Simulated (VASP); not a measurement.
Write the native input for VASP 6.6.1 that does the following.

- Task: single point
- Functional: r2SCAN
- Potentials or basis: VASP PAW PBE potentials, release 64 (Co)
- Cutoff: 520 eV
- k mesh: 12 × 12 × 4
- Occupations: fermi-dirac, width 0.05 eV
- Spin: collinear spin, ferromagnetic start
- Starting moments: [2.0, 2.0, 2.0, 2.0] μB
- Dipole correction: no
- Further INCAR settings: ALGO = Normal; EDIFF = 1e-07; NBANDS = 30

Crystal: Co.

```xyz
4
Lattice="2.5031 0.0000 0.0000 -1.2515 2.1677 0.0000 0.0000 0.0000 8.1947" Properties=species:S:1:pos:R:3 pbc="T T T"
Co    1.2515    0.7226    6.1460
Co    0.0000    0.0000    4.0973
Co    0.0000    1.4451    2.0487
Co    0.0000    0.0000    0.0000
```

One way to write it, as run:

POSCAR

```
Co
1.0
    2.5030729010      0.0000000000      0.0000000000
   -1.2515364506      2.1677247198      0.0000000000
    0.0000000000      0.0000000000      8.1946701348
Co
4
Direct
    0.6666666667      0.3333333333      0.7500000000
    0.0000000000      0.0000000000      0.5000000000
    0.3333333333      0.6666666667      0.2500000000
    0.0000000000      0.0000000000      0.0000000000
```

INCAR.step1

```
PREC = Accurate
ENCUT = 520
ISMEAR = -1
SIGMA = 0.05
LREAL = False
LASPH = True
NELM = 150
ISPIN = 2
MAGMOM = 2 2 2 2
LMAXMIX = 4
NBANDS = 30
GGA = PE
ALGO = Normal
EDIFF = 1E-4
LWAVE = True
LCHARG = False
```

INCAR.step2

```
PREC = Accurate
ENCUT = 520
EDIFF = 1E-7
ISMEAR = -1
SIGMA = 0.05
LREAL = False
LASPH = True
NELM = 150
ALGO = Normal
ISIF = 2
LWAVE = False
LCHARG = False
ISPIN = 2
MAGMOM = 2 2 2 2
LORBIT = 11
LMAXMIX = 4
METAGGA = R2SCAN
LMIXTAU = True
NBANDS = 30
ISTART = 1
```

KPOINTS

```
Automatic mesh
0
Gamma
  12 12 4
```

Potentials or basis: VASP PAW PBE potentials, release 64 (Co).

The run is started by

```bash
$ cat potpaw_PBE.64/Co/POTCAR > POTCAR
$ cp INCAR.step1 INCAR
$ mpirun -np 1 vasp_std > vasp.out
$ cp INCAR.step2 INCAR
$ mpirun -np 1 vasp_std > vasp.out
```

It gave:

```
Pressure                                              : -8.4 GPa
Net moment                                            : 7.09 μB per cell
Site moments                                          : Co +1.86, +1.83 (each value once) μB
Valence electrons inside the program's atomic spheres : Co 8.24, 8.25 (each value once)
```

Caveat: the cell stands under tension; the PAW data sets were made with another functional, which shifts forces and pressure a little.

It took 13 min on 1 thread of Oxide Virtual Turin-like Processor (shared host), peak memory 0.23 GiB.
